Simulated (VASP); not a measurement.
**Al: single point with RPBE**

Crystal: Al.

```
CELL_PARAMETERS angstrom
0.00000 2.03235 2.03235
2.03235 0.00000 2.03235
2.03235 2.03235 0.00000
ATOMIC_POSITIONS crystal
Al 0.00000 0.00000 0.00000
```

| Property | Result |
| --- | --- |
| Program | VASP 6.6.1 |
| Task | single point |
| Functional | RPBE |
| Potentials or basis | VASP PAW PBE potentials, release 64 (Al) |
| Cutoff | 520 eV |
| k mesh | 22 × 22 × 22 |
| Occupations | fermi-dirac, width 0.1 eV |
| Spin | no spin polarisation |

```json
{
  "Pressure": "-0.1 GPa"
}
```

Levels at points of the mesh, in eV from the Fermi level:
| k point | band 1 | band 2 | band 3 | band 4 | band 5 | band 6 |
| --- | --- | --- | --- | --- | --- | --- |
| (0.00, 0.00, 0.00) | -11.00 | 12.51 | 12.51 | 12.51 | 14.01 | 14.01 |
| (0.50, 0.00, 0.00) | -4.53 | -4.32 | 11.32 | 11.32 | 11.37 | 11.37 |
| (0.50, 0.50, 0.00) | -2.88 | -1.57 | 5.22 | 5.56 | 5.56 | 8.99 |

It took 18 s on 1 thread of Intel Xeon 6975P-C (shared host), peak memory 0.16 GiB.

Caveat: the PAW data sets were made with another functional, which shifts forces and pressure a little.
